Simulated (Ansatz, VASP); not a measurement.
# Two plane-wave programs on MgH2

```
Mg H
1.0
     2.89798   -5.08965    0.00000
     2.89798    5.08965    0.00000
     0.00000    0.00000    5.48799
Mg H
4 8
Direct
  0.75000 0.25000 0.35541
  0.25000 0.75000 0.64459
  0.00000 0.00000 0.00000
  0.50000 0.50000 0.00000
  0.00000 0.50000 0.50000
  0.50000 0.00000 0.50000
  0.87500 0.12500 0.17770
  0.62500 0.37500 0.17770
  0.12500 0.87500 0.82230
  0.37500 0.62500 0.82230
  0.25000 0.25000 0.00000
  0.75000 0.75000 0.00000
```

Alike in both runs: task relaxation of cell and atoms; functional PBE; k mesh 4 × 4 × 4; occupations gaussian, width 0.1 eV; no spin polarisation.

|  | VASP | Ansatz |
| --- | --- | --- |
| version | VASP 6.6.1 | Ansatz 0.2.0 |
| potentials or method | VASP PAW PBE potentials, release 64 (Mg, H), cutoff 600 eV | scalar-relativistic, plane waves, PAW |
| valence electrons in the cell | 16 | 48 |

```tsv
	VASP	Ansatz	Ansatz less VASP
gap on the k mesh at the Fermi level, each at its own relaxed structure (eV)	2.74	2.70	-0.044
relaxed volume (Å³/atom)	20.65	20.80	+0.156
relaxed cell length with the largest relative difference (Å)	5.989	6.111	+0.1219
```

VASP's potentials hold 16 valence electrons a cell and Ansatz's 48, so a difference there can come from the potentials and not from the codes.

Noted on VASP's run: the volume moved by over 15 % at a fixed basis, so the end points are rough.
